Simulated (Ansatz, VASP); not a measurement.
## CdS in VASP and in Ansatz

INCAR

```
PREC = Accurate
ENCUT = 520
EDIFF = 1E-7
ISMEAR = -1
SIGMA = 0.05
LREAL = F
LASPH = T
NELM = 100
ALGO = Normal
ISIF = 2
LWAVE = F
LCHARG = F
NBANDS = 16
```

KPOINTS

```
regular mesh
0
Gamma
  8 8 8
```

POSCAR

```
CdS
1.0
    0.0000000000      2.7347652956      2.7347652956
    2.7347652956      0.0000000000      2.7347652956
    2.7347652956      2.7347652956      0.0000000000
Cd S
1 1
Direct
    0.0000000000      0.0000000000      0.0000000000
    0.5000000000      0.5000000000      0.5000000000
```

The input input.yaml:

```yaml
crystal:
  lattice:
    - [0.0, 2.7347652956, 2.7347652956]
    - [2.7347652956, 0.0, 2.7347652956]
    - [2.7347652956, 2.7347652956, 0.0]
  atoms:
    - { symbol: Cd, position: [0.0, 0.0, 0.0] }
    - { symbol: S, position: [0.5, 0.5, 0.5] }
kpoints:
  mp_grid: { grid: [8, 8, 8] }
scf:
  occupations: { method: fermi_dirac, width: 0.05 }
hamiltonian:
  xc: lda
  pseudopotentials: { kind: all_electron, lapw: { basis_error: 0.001 } }
output:
  forces: true
  stress: true
  eigenvalues: true
```

Change from the starting cell: volume scaled by 0.98.

Alike in both runs: task single point; functional LDA; k mesh 8 × 8 × 8; occupations fermi-dirac, width 0.05 eV; no spin polarisation.

|  | VASP | Ansatz |
| --- | --- | --- |
| version | VASP 6.6.1 | Ansatz 0.2.0 |
| potentials or method | VASP PAW LDA potentials, release 64 (Cd, S), cutoff 520 eV | all-electron LAPW, scalar-relativistic |

VASP gave:

| Property | Result |
| --- | --- |
| gap on the k mesh at the Fermi level (eV) | none |
| pressure (GPa) | -5.1 |

**Question.** Which values does Ansatz return?

**Answer.** gap on the k mesh at the Fermi level (eV): none; pressure (GPa): -5.6.

LDA's correlation is that of Perdew and Zunger in VASP and of Perdew and Wang (1992) in Ansatz. A gap of «none» marks a metal or a gap that the smearing closes. Ansatz ran all-electron here, and VASP with PAW potentials.
